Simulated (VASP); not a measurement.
# BiS3 (P6_3/mmc) in VASP: notebook

The runs below take BiS3 through single point, relaxation of cell and atoms, with PBE.

Program: VASP 6.6.1. These are calculated values, not measurements. Logs are shortened: lines on timing, memory, paths and dates and some standing lists are left out, and cuts for length are marked.

## Step 1: The cell of the first run

The structure is hexagonal, space group P6_3/mmc (No. 194). The conventional cell has a = 5.810 Å, b = 5.810 Å, c = 5.686 Å, α = 90.00°, β = 90.00°, γ = 120.00°. Within 3.8 Å of Bi (site symmetry -6m2) lie 12 S at 2.91 to 3.25 Å. Within 3.6 Å of S (site symmetry mm2) lie 8 S at 2.73 to 3.35 Å and 4 Bi at 2.91 to 3.25 Å.

## Step 2: Single point, PBE

INCAR

```
SYSTEM = BiS3
  ALGO = Normal
  EDIFF = 1E-7
  ENCUT = 520
  GGA = PE
  ISIF = 2
  ISMEAR = 0
  LASPH = .TRUE.
  LCHARG = .TRUE.
  LELF = .TRUE.
  LREAL = .FALSE.
  LVHAR = .TRUE.
  LWAVE = .FALSE.
  NBANDS = 43
  NELM = 80
  PREC = Accurate
  SIGMA = 0.1
```

KPOINTS

```
k-points
0
G
  6 6 8
  0 0 0
```

POSCAR

```
BiS3
1.0
    5.8102053771      0.0000000000      0.0000000000
   -2.9051026885      5.0317854578      0.0000000000
    0.0000000000      0.0000000000      5.6859525770
Bi S
2 6
Direct
    0.3333333333      0.6666666667      0.2500000000
    0.6666666667      0.3333333333      0.7500000000
    0.8234615482      0.6469230964      0.2500000000
    0.1765384518      0.8234615482      0.7500000000
    0.3530769036      0.1765384518      0.2500000000
    0.1765384518      0.3530769036      0.7500000000
    0.8234615482      0.1765384518      0.2500000000
    0.6469230964      0.8234615482      0.7500000000
```

Potentials or basis: VASP PAW PBE potentials, release 64 (Bi_d, S).

On the command line:

```console
> cat potpaw_PBE.64/Bi_d/POTCAR potpaw_PBE.64/S/POTCAR > POTCAR
> mpirun -np 1 vasp_std > vasp.out
```

OUTCAR:

```text
SYSTEM = BiS3
   EDIFF = 1E-7
   ENCUT = 520
   GGA = PE
   ISIF = 2
   ISMEAR = 0
   LASPH = .TRUE.
   LREAL = .FALSE.
   NELM = 80
   PREC = Accurate

 ion  position               nearest neighbor table
   1  0.333  0.667  0.250-   5 2.91   3 2.91   7 2.91   7 2.91   5 2.91   3 2.91   4 3.25   4 3.25
                             6 3.25   6 3.25   8 3.25   8 3.25
   2  0.667  0.333  0.750-   8 2.91   6 2.91   4 2.91   4 2.91   8 2.91   6 2.91   7 3.25   7 3.25
                             3 3.25   3 3.25   5 3.25   5 3.25
   3  0.823  0.647  0.250-   7 2.73   5 2.73   1 2.91   1 2.91   2 3.25   2 3.25
   4  0.177  0.823  0.750-   6 2.73   8 2.73   2 2.91   2 2.91   1 3.25   1 3.25
   5  0.353  0.177  0.250-   7 2.73   3 2.73   1 2.91   1 2.91   2 3.25   2 3.25
   6  0.177  0.353  0.750-   4 2.73   8 2.73   2 2.91   2 2.91   1 3.25   1 3.25
   7  0.823  0.177  0.250-   3 2.73   5 2.73   1 2.91   1 2.91   2 3.25   2 3.25
   8  0.647  0.823  0.750-   4 2.73   6 2.73   2 2.91   2 2.91   1 3.25   1 3.25

  LATTYP: Found a hexagonal cell.
 ALAT       =     5.8102053771
 C/A-ratio  =     0.9786147318

  Lattice vectors:

 A1 = (   5.8102053771,   0.0000000000,   0.0000000000)
 A2 = (  -2.9051026885,   5.0317854578,   0.0000000000)
 A3 = (   0.0000000000,   0.0000000000,   5.6859525770)

Analysis of symmetry for initial positions (statically):
=====================================================================
 Subroutine PRICEL returns:
 Original cell was already a primitive cell.

 Routine SETGRP: Setting up the symmetry group for a
 hexagonal supercell.

 Subroutine GETGRP returns: Found 24 space group operations
 (whereof 12 operations were pure point group operations)
 out of a pool of 24 trial point group operations.

The static configuration has the point symmetry D_3d.
 The point group associated with its full space group is D_6h.

Analysis of symmetry for dynamics (positions and initial velocities):
=====================================================================
 Subroutine PRICEL returns:
 Original cell was already a primitive cell.

 Routine SETGRP: Setting up the symmetry group for a
 hexagonal supercell.

 Subroutine GETGRP returns: Found 24 space group operations
 (whereof 12 operations were pure point group operations)
 out of a pool of 24 trial point group operations.

The dynamic configuration has the point symmetry D_3d.
 The point group associated with its full space group is D_6h.

 Subroutine INISYM returns: Found 24 space group operations
 (whereof 12 operations are pure point group operations),
 and found     1 'primitive' translations

----------------------------------------------------------------------------------------

                                     Primitive cell

  volume of cell :     166.2328

  direct lattice vectors                    reciprocal lattice vectors
     5.810205377  0.000000000  0.000000000     0.172110956  0.099368307  0.000000000
    -2.905102688  5.031785458  0.000000000     0.000000000  0.198736613  0.000000000
     0.000000000  0.000000000  5.685952577     0.000000000  0.000000000  0.175872026

  length of vectors
     5.810205377  5.810205377  5.685952577     0.198736613  0.198736613  0.175872026

  position of ions in fractional coordinates (direct lattice)
     0.333333333  0.666666667  0.250000000
     0.666666667  0.333333333  0.750000000
     0.823461548  0.646923096  0.250000000
     0.176538452  0.823461548  0.750000000
     0.353076904  0.176538452  0.250000000
     0.176538452  0.353076904  0.750000000
     0.823461548  0.176538452  0.250000000
     0.646923096  0.823461548  0.750000000

  ion indices of the primitive-cell ions
   primitive index   ion index
                 1           1
                 2           2
                 3           3
                 4           4
                 5           5
                 6           6
                 7           7
                 8           8

----------------------------------------------------------------------------------------

[... 49 lines left out ...]
  energy-cutoff  :      520.00
  volume of cell :      166.23
 maximum number of plane-waves:      4521
 NGX is ok and might be reduce to    48
   NGX = 21   NGY = 21   NGZ = 21

 number of electron      65.9999993 magnetization

 Free energy of the ion-electron system (eV)
  ---------------------------------------------------
  ext. energy  EPLUGINS =         0.00000000
  ---------------------------------------------------
  free energy    TOTEN  =       -28.16962937 eV

  energy without entropy =      -28.14678740  energy(sigma->0) =      -28.15820838

 E-fermi :   6.7142     XC(G=0): -10.4546

 val. band max:        6.7128610870   @ k =   0.3333   0.1667   0.1250
 cond. band min:       6.7209646902   @ k =   0.3333   0.0000   0.0000
 fundamental gap:      0.0081036031
 Fermi energy:         6.7141737028

 k-point     1 :       0.0000    0.0000    0.0000
  band No.  band energies     occupation
      1     -16.9359      2.00000
      2     -16.9194      2.00000
      3     -16.9023      2.00000
      4     -16.9023      2.00000
      5     -16.8906      2.00000
      6     -16.8906      2.00000
[... 35 lines left out ...]
     42      11.9120      0.00000
     43      13.3350      0.00000

 k-point     2 :       0.1667    0.0000    0.0000
  band No.  band energies     occupation
      1     -16.9345      2.00000
      2     -16.9200      2.00000
      3     -16.9027      2.00000
      4     -16.9019      2.00000
      5     -16.8912      2.00000
      6     -16.8902      2.00000
[... 35 lines left out ...]
     42      11.7505      0.00000
     43      13.2255      0.00000

 k-point     3 :       0.3333    0.0000    0.0000
  band No.  band energies     occupation
      1     -16.9313      2.00000
      2     -16.9217      2.00000
      3     -16.9035      2.00000
      4     -16.9009      2.00000
      5     -16.8924      2.00000
      6     -16.8895      2.00000
[... 919 lines left out ...]
      6     -16.8957      2.00000
[... 35 lines left out ...]
     42      11.7385      0.00000
     43      12.9059      0.00000

 k-point    24 :       0.3333    0.0000    0.3750
  band No.  band energies     occupation
      1     -16.9267      2.00000
      2     -16.9230      2.00000
      3     -16.9003      2.00000
      4     -16.8991      2.00000
      5     -16.8959      2.00000
      6     -16.8950      2.00000
[... 35 lines left out ...]
     42      11.2719      0.00000
     43      13.4783      0.00000

 [... further k-points ...]

------------------------ aborting loop because EDIFF is reached ----------------------------------------

  FORCE on cell =-STRESS in cart. coord.  units (eV):
  Direction    XX          YY          ZZ          XY          YZ          ZX
  --------------------------------------------------------------------------------------
  -------------------------------------------------------------------------------------
  Total       -0.1279271     -0.1279271     -0.0309336     -0.0000000      0.0000000      0.0000000
  in kB       -1.2329807     -1.2329807     -0.2981429     -0.0000000      0.0000000      0.0000000
  external PRESSURE =      -0.9213681 kB  Pullay stress =       0.0000000 kB

 VOLUME and BASIS-vectors are now :
 -----------------------------------------------------------------------------
  energy-cutoff  :      520.00
  volume of cell :      166.23
      direct lattice vectors                 reciprocal lattice vectors
     5.810205377  0.000000000  0.000000000     0.172110956  0.099368307  0.000000000
    -2.905102688  5.031785458  0.000000000     0.000000000  0.198736613  0.000000000
     0.000000000  0.000000000  5.685952577     0.000000000  0.000000000  0.175872026

 POSITION                                       TOTAL-FORCE (eV/Angst)
 -----------------------------------------------------------------------------------
     -0.00000      3.35452      1.42149         0.000000      0.000000      0.000000
      2.90510      1.67726      4.26446         0.000000      0.000000      0.000000
      2.90510      3.25518      1.42149        -0.000000     -0.009746     -0.000000
     -1.36652      4.14348      4.26446         0.008440     -0.004873     -0.000000
      1.53859      0.88830      1.42149         0.008440      0.004873      0.000000
      0.00000      1.77661      4.26446         0.000000      0.009746      0.000000
      4.27162      0.88830      1.42149        -0.008440      0.004873      0.000000
      1.36652      4.14348      4.26446        -0.008440     -0.004873      0.000000
 -----------------------------------------------------------------------------------
    total drift:                               -0.000000      0.000000      0.000000

  FREE ENERGIE OF THE ION-ELECTRON SYSTEM (eV)
  ---------------------------------------------------
  free  energy   TOTEN  =       -28.1696293715 eV

  energy  without entropy=      -28.1467873965  energy(sigma->0) =      -28.15820838
```

It took 12 min on 1 thread of Intel Xeon 8259CL, shared host; peak memory 0.41 GiB.

Results:

* Free energy: -28.1696 eV
* Pressure: -0.1 GPa
* Largest force: 0.010 eV/Å
* Band gap on the k mesh: zero (bands 33 and 34 overlap by 2.03 eV)

Forces on the atoms (eV/Å):
```
Bi   0.000  0.000  0.000
Bi   0.000  0.000  0.000
S    0.000 -0.010  0.000
S    0.008 -0.005  0.000
S    0.008  0.005  0.000
S    0.000  0.010  0.000
S   -0.008  0.005  0.000
S   -0.008 -0.005  0.000
```

Levels at points of the mesh, in eV from the Fermi level:
| k point | band 30 | band 31 | band 32 | band 33 | band 34 | band 35 | band 36 | band 37 |
| --- | --- | --- | --- | --- | --- | --- | --- | --- |
| (0.00, 0.00, 0.00) | -0.92 | -0.36 | 0.61 | 0.92 | 0.92 | 1.57 | 1.57 | 1.83 |
| (0.50, 0.00, 0.00) | -1.78 | -1.08 | -0.64 | -0.24 | 0.18 | 0.59 | 0.73 | 1.15 |
| (0.00, 0.00, 0.50) | -0.82 | 0.08 | 0.08 | 1.30 | 1.30 | 1.30 | 1.30 | 1.45 |
| (0.50, 0.00, 0.50) | -2.08 | -0.93 | -0.93 | -0.45 | -0.45 | 0.48 | 0.48 | 1.16 |

Caveat: spin-orbit coupling is left out, which moves the levels of the heavy elements.

## Step 3: Relaxation of cell and atoms, PBE

This run uses another cell than the first one, of 23.81 Å³/atom.

INCAR

```
SYSTEM = BiS3
PREC     = Accurate       ! precision mode
ENCUT    = 600            ! plane-wave cutoff, eV
EDIFF    = 1E-6           ! SCF threshold, eV
ISMEAR   = 0              ! smearing method
SIGMA    = 0.1            ! smearing width, eV
LREAL    = .False.        ! projectors in reciprocal space
LASPH    = .True.         ! aspherical terms in the spheres
NELM     = 60             ! most SCF steps
ALGO     = Normal         ! electronic algorithm
ISIF     = 3              ! what is computed and relaxed
LWAVE    = .False.        ! write WAVECAR
LCHARG   = .False.        ! write CHGCAR
GGA      = PE             ! functional
IBRION   = 2              ! ionic algorithm
NSW      = 90             ! ionic steps
EDIFFG   = -0.04          ! ionic threshold
```

KPOINTS

```
regular mesh
0
Gamma
  3 3 4
  0 0 0
```

POSCAR

```
BiS3
1.0
    6.4953225536      0.0000000000      0.0000000000
   -3.2476612768      5.6251143372      0.0000000000
    0.0000000000      0.0000000000      5.2134985276
Bi S
2 6
Direct
    0.3333333333      0.6666666667      0.2500000000
    0.6666666667      0.3333333333      0.7500000000
    0.8330000000      0.6660000000      0.2500000000
    0.1670000000      0.8330000000      0.7500000000
    0.3340000000      0.1670000000      0.2500000000
    0.1670000000      0.3340000000      0.7500000000
    0.8330000000      0.1670000000      0.2500000000
    0.6660000000      0.8330000000      0.7500000000
```

Potentials or basis: VASP PAW PBE potentials, release 64 (Bi_d, S).

On the command line:

```console
> cat potpaw_PBE.64/Bi_d/POTCAR potpaw_PBE.64/S/POTCAR > POTCAR
> mpirun -np 1 vasp_std > vasp.out
```

Wall time 57 min (1 thread of Intel Xeon 8259CL, shared host); peak memory 0.4 GiB.

Results (log left out):

* Free energy: -28.4425 eV
* Relaxed volume: 20.40 Å³/atom
* Relaxed cell: a = 5.830 Å, b = 5.830 Å, c = 5.544 Å, α = 90.00°, β = 90.00°, γ = 120.00°
* Space group after relaxing (to 0.1 Å): P6_3/mmc (No. 194)
* Energy gained by relaxing: 181.5 meV/atom
* Ionic steps: 23
* Pressure after relaxing: 0.1 GPa
* Largest force after relaxing: 0.011 eV/Å
* Band gap on the k mesh: zero (bands 33 and 34 overlap by 1.86 eV)

Forces on the atoms (eV/Å):
```
Bi   0.000  0.000  0.000
Bi   0.000  0.000  0.000
S    0.000 -0.011  0.000
S    0.009 -0.005  0.000
S    0.009  0.005  0.000
S    0.000  0.011  0.000
S   -0.009  0.005  0.000
S   -0.009 -0.005  0.000
```

Step by step:
```
step  energy change (eV)  largest force (eV/Å)  pressure (GPa)  volume (Å³)
   1              0.0000                0.4932           -8.78       190.49
   2             -1.0162                0.1104            1.61       156.75
   3             -1.0300                0.1579            0.14       159.66
   4             -1.0296                0.1666           -0.13       160.24
   5             -1.0428                0.1527           -0.12       160.38
   6             -1.0929                0.1302           -0.01       160.77
   7             -1.2384                0.0357            0.12       161.43
   8             -1.3919                0.1834            1.50       162.24
   9             -1.3947                0.1433            1.22       162.17
  10             -1.4063                0.1427            0.84       163.47
  11             -1.4110                0.1261            0.24       165.81
  12             -1.4116                0.1315            0.35       165.30
  13             -1.4145                0.1198            0.19       165.45
  14             -1.4196                0.0881           -0.27       165.90
  15             -1.4148                0.0291           -1.12       166.80
  16             -1.4203                0.0727           -0.50       166.13
  17             -1.4232                0.0718           -0.46       165.85
  18             -1.4313                0.0683           -0.32       165.00
  19             -1.4428                0.0381            0.04       163.31
  20             -1.4198                0.1325            1.05       159.96
  21             -1.4441                0.0193            0.17       162.75
  22             -1.4495                0.0076            0.13       162.94
  23             -1.4521                0.0107            0.11       163.19
```

Final structure:
```
CELL_PARAMETERS angstrom
5.82987 0.00000 0.00000
-2.91494 5.04882 0.00000
0.00000 0.00000 5.54418
ATOMIC_POSITIONS crystal
Bi 0.33333 0.66667 0.25000
Bi 0.66667 0.33333 0.75000
S 0.82392 0.64784 0.25000
S 0.17608 0.82392 0.75000
S 0.35216 0.17608 0.25000
S 0.17608 0.35216 0.75000
S 0.82392 0.17608 0.25000
S 0.64784 0.82392 0.75000
```

Levels at points of the mesh, in eV from the Fermi level:
```tsv
k point	band 30	band 31	band 32	band 33	band 34	band 35	band 36	band 37
(0.00, 0.00, 0.00)	-0.88	-0.36	0.77	0.96	0.96	1.69	1.69	1.93
(0.00, 0.00, 0.50)	-0.68	0.15	0.15	1.39	1.39	1.39	1.39	1.82
```

Caveat: the k points lie up to 0.41 Å⁻¹ apart in the final cell, too coarse for converged energies and pressures of a metal; spin-orbit coupling is left out, which moves the levels of the heavy elements.

## Step 4: Relaxation of cell and atoms, PBE

This run uses another cell than the first one, of 20.42 Å³/atom.

INCAR

```
SYSTEM = BiS3
PREC = Accurate
ENCUT = 600
EDIFF = 1E-6
ISMEAR = 0
SIGMA = 0.1
LREAL = .False.
LASPH = .True.
NELM = 80
ALGO = Normal
ISIF = 3
LWAVE = .False.
LCHARG = .False.
GGA = PE
IBRION = 2
NSW = 100
EDIFFG = -0.01
```

KPOINTS

```
regular mesh
0
Gamma
  6 6 8
  0 0 0
```

POSCAR

```
BiS3
1.0
    5.8176113886      0.0000000000      0.0000000000
   -2.9088056943      5.0381992519      0.0000000000
    0.0000000000      0.0000000000      5.5737895324
Bi S
2 6
Direct
    0.3333333333      0.6666666667      0.2500000000
    0.6666666667      0.3333333333      0.7500000000
    0.8244515426      0.6489030851      0.2500000000
    0.1755484574      0.8244515426      0.7500000000
    0.3510969149      0.1755484574      0.2500000000
    0.1755484574      0.3510969149      0.7500000000
    0.8244515426      0.1755484574      0.2500000000
    0.6489030851      0.8244515426      0.7500000000
```

On the command line:

```console
> cat potpaw_PBE.64/Bi_d/POTCAR potpaw_PBE.64/S/POTCAR > POTCAR
> mpirun -np 1 vasp_std > vasp.out
```

It took 32 min on 1 thread of Intel Xeon 8259CL, shared host; peak memory 0.47 GiB.

Results (log left out):

| Item | Value |
| --- | --- |
| Free energy | -28.1698 eV |
| Relaxed volume | 20.75 Å³/atom |
| Relaxed cell | a = 5.807 Å, b = 5.807 Å, c = 5.686 Å, α = 90.00°, β = 90.00°, γ = 120.00° |
| Space group after relaxing (to 0.1 Å) | P6_3/mmc (No. 194) |
| Energy gained by relaxing | 1.8 meV/atom |
| Ionic steps | 5 |
| Pressure after relaxing | 0.1 GPa |
| Largest force after relaxing | 0.004 eV/Å |
| Band gap on the k mesh | zero (bands 33 and 34 overlap by 2.05 eV) |

Forces on the atoms (eV/Å):
```
Bi   0.000  0.000  0.000
Bi   0.000  0.000  0.000
S    0.000 -0.004  0.000
S    0.004 -0.002  0.000
S    0.004  0.002  0.000
S    0.000  0.004  0.000
S   -0.004  0.002  0.000
S   -0.004 -0.002  0.000
```

The path:
```
step  energy change (eV)  largest force (eV/Å)  pressure (GPa)  volume (Å³)
   1              0.0000                0.0470            0.72       163.37
   2             -0.0077                0.0569           -0.14       165.56
   3             -0.0079                0.0583           -0.28       165.93
   4             -0.0125                0.0318           -0.12       165.99
   5             -0.0141                0.0044            0.06       166.04
```

Final structure:
```xyz
8
Lattice="5.8065 0.0000 0.0000 -2.9033 5.0286 0.0000 0.0000 0.0000 5.6865" Properties=species:S:1:pos:R:3 pbc="T T T"
Bi    0.0000    3.3524    1.4216
Bi    2.9033    1.6762    4.2649
S     2.9033    3.2527    1.4216
S    -1.3653    4.1406    4.2649
S     1.5380    0.8880    1.4216
S     0.0000    1.7759    4.2649
S     4.2685    0.8880    1.4216
S     1.3653    4.1406    4.2649
```

Levels at points of the mesh, in eV from the Fermi level:
| k point | band 30 | band 31 | band 32 | band 33 | band 34 | band 35 | band 36 | band 37 |
| --- | --- | --- | --- | --- | --- | --- | --- | --- |
| (0.00, 0.00, 0.00) | -0.92 | -0.36 | 0.61 | 0.92 | 0.92 | 1.57 | 1.57 | 1.83 |
| (0.50, 0.00, 0.00) | -1.78 | -1.07 | -0.64 | -0.24 | 0.18 | 0.59 | 0.73 | 1.15 |
| (0.00, 0.00, 0.50) | -0.82 | 0.08 | 0.08 | 1.30 | 1.30 | 1.30 | 1.30 | 1.45 |
| (0.50, 0.00, 0.50) | -2.08 | -0.93 | -0.93 | -0.45 | -0.45 | 0.48 | 0.48 | 1.16 |

Caveat: spin-orbit coupling is left out, which moves the levels of the heavy elements.

## Step 5: The runs side by side

```csv
task,cell,k mesh,cutoff (eV),gap on the mesh (eV),pressure (GPa),relaxed volume (Å³/atom),largest force (eV/Å)
single point,"a = 5.810, b = 5.810, c = 5.686 Å, angles 90.0, 90.0, 120.0°, 8 atoms, atomic positions A",6 × 6 × 8,520,none,-0.1,-,0.01
relaxation of cell and atoms,"relaxed from a = 6.495, b = 6.495, c = 5.213 Å, angles 90.0, 90.0, 120.0°, 8 atoms, atomic positions B",3 × 3 × 4,600,none,0.1,20.40,0.01
relaxation of cell and atoms,"relaxed from a = 5.818, b = 5.818, c = 5.574 Å, angles 90.0, 90.0, 120.0°, 8 atoms, atomic positions C",6 × 6 × 8,600,none,0.1,20.75,-
```

Alike in all rows: level PBE; potentials or basis VASP PAW PBE potentials, release 64 (Bi_d, S); no spin polarisation; smearing gaussian 0.1 eV.

Caveats: some runs use coarse meshes; spin-orbit coupling is left out, which moves the levels of the heavy elements.

Total energies depend on the potentials used, so only differences within one code and one set of settings carry meaning.

The gap in the log of VASP goes by the Fermi energy; the results here count the filled bands.